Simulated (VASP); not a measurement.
## GaP: single point with PBE

The system is GaP.

```
Ga P
1.0
     0.00000    2.58594    2.80167
     2.80167    0.00000    2.80167
     2.80167    2.58594    0.00000
Ga P
1 1
Direct
  0.00000 0.00000 0.00000
  0.75000 0.75000 0.75000
```

This cell differs from its parent crystal: volume 20.298 Å^3 an atom, c/a of the conventional cell 0.9230.

* Program: VASP 6.6.1
* Task: single point
* Functional: PBE
* Potentials or basis: VASP PAW PBE potentials, release 64 (Ga_d, P)
* Cutoff: 520 eV
* k mesh: 10 × 10 × 10
* Occupations: gaussian, width 0.05 eV
* Spin: no spin polarisation
* Dipole correction: no
* Further INCAR settings: ALGO = Normal; EDIFF = 1e-07; NBANDS = 16

The pressure is 2.1 GPa and the band gap on the k mesh is 0.87 eV, indirect (least direct gap 1.50 eV).

Stress tensor (GPa, compression positive):
```
0.42 0.00 0.00
0.00 5.44 0.00
0.00 0.00 0.42
```

Levels at points of the mesh, in eV from the valence-band top:
| k point | band 7 | band 8 | band 9 | band 10 | band 11 | band 12 |
| --- | --- | --- | --- | --- | --- | --- |
| (0.00, 0.00, 0.00) | -0.39 | -0.39 | 0.00 | 1.50 | 3.56 | 3.73 |
| (0.50, 0.00, 0.00) | -6.86 | -1.67 | -1.06 | 1.28 | 4.17 | 4.92 |
| (0.50, 0.50, 0.00) | -7.16 | -2.75 | -2.69 | 1.60 | 1.84 | 9.97 |
| (0.50, 0.00, 0.50) | -6.64 | -3.27 | -3.27 | 1.07 | 1.07 | 10.27 |

Wall time 50 s on 1 thread of Intel Xeon 6975P-C, on a shared host, peak memory 0.2 GiB.

 A k mesh can miss the band edges.
